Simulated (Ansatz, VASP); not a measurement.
# Two plane-wave programs on Rh

The input INCAR:

```
SYSTEM = Rh
  ALGO = Fast
  EDIFF = 1E-6
  ENCUT = 520
  GGA = PE
  ISIF = 2
  ISMEAR = 0
  LASPH = .TRUE.
  LCHARG = .FALSE.
  LREAL = .FALSE.
  LWAVE = .FALSE.
  NBANDS = 22
  NELM = 60
  PREC = Accurate
  SIGMA = 0.15
```

File KPOINTS:

```
k-points
0
G
  18 18 10
  0 0 0
```

Contents of POSCAR:

```
Rh
1.0
    2.8066000000      0.0000000000      0.0000000000
   -1.4033000000      2.4305868982      0.0000000000
    0.0000000000      0.0000000000      4.2448000000
Rh
2
Direct
    0.6666666667      0.3333333333      0.7500000000
    0.3333333333      0.6666666667      0.2500000000
```

Input for Ansatz:

```yaml
crystal:
  lattice:
    - [2.8066, 0.0, 0.0]
    - [-1.4033, 2.4305868982, 0.0]
    - [0.0, 0.0, 4.2448]
  atoms:
    - { symbol: Rh, position: [0.6666666667, 0.3333333333, 0.75] }
    - { symbol: Rh, position: [0.3333333333, 0.6666666667, 0.25] }
basis:
  ecutwfc: 420
kpoints:
  mp_grid: { grid: [18, 18, 10] }
hamiltonian:
  xc: pbe
  pseudopotentials: { kind: paw, azcp: { folder: soft_1 } }
scf:
  occupations: { method: gaussian, width: 0.15 }
output:
  forces: true
  stress: true
  eigenvalues: true
```

Alike in both runs: task single point; functional PBE; k mesh 18 × 18 × 10; occupations gaussian, width 0.15 eV; no spin polarisation.

|  | VASP | Ansatz |
| --- | --- | --- |
| version | VASP 6.6.1 | Ansatz 0.2.0 |
| potentials or method | VASP PAW PBE potentials, release 64 (Rh_pv), cutoff 520 eV | scalar-relativistic, plane waves, PAW |
| valence electrons in the cell | 30 | 34 |

Ansatz gave:

* gap on the k mesh at the Fermi level (eV): none
* pressure (GPa): -4.8
* traceless stress, the component that is largest in VASP (GPa): 9.14

Question: Which values does VASP return?

Answer: gap on the k mesh at the Fermi level (eV): none; pressure (GPa): -4.7; traceless stress, the component that is largest in VASP (GPa): 9.13.

A gap of «none» marks a metal or a gap that the smearing closes. VASP's potentials hold 30 valence electrons a cell and Ansatz's 34, so a difference there can come from the potentials and not from the codes.
